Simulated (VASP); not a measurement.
Crystal: ZnS.

```xyz
2
Lattice="0.0000 2.7199 2.7199 2.7199 0.0000 2.7199 2.7199 2.7199 0.0000" Properties=species:S:1:pos:R:3 pbc="T T T"
Zn    4.0798    4.0798    4.0798
S     0.0000    0.0000    0.0000
```

Base run:

| Quantity | Value |
| --- | --- |
| Program | VASP 6.6.1 |
| Functional | PBE-based screened hybrid with 25 % exact exchange |
| Potentials or basis | VASP PAW PBE potentials, release 64 (Zn, S) |
| Cutoff | 520 eV |
| k mesh | 5 × 5 × 5 |
| Occupations | fermi-dirac, width 0.05 eV |
| Spin | no spin polarisation |

Its results: band gap on the k mesh 3.03 eV; pressure -0.4 GPa.

**Question.** After a change of settings the same cell gave: band gap on the k mesh 4.28 eV; pressure -2.1 GPa. Which change was it?
A. functional from PBE-based screened hybrid with 25 % exact exchange to r2SCAN50; share of exact exchange from 0.25 to 0.5
B. functional from PBE-based screened hybrid with 25 % exact exchange to b88 exchange, pbe correlation; cutoff from 520 eV to 500 eV; k mesh from 5 × 5 × 5 to 9 × 9 × 9
C. functional from PBE-based screened hybrid with 25 % exact exchange to PBE0
D. functional from PBE-based screened hybrid with 25 % exact exchange to r2SCAN0

**Answer.** D.

Caveats: the PAW data sets were made with another functional, which shifts forces and pressure a little.
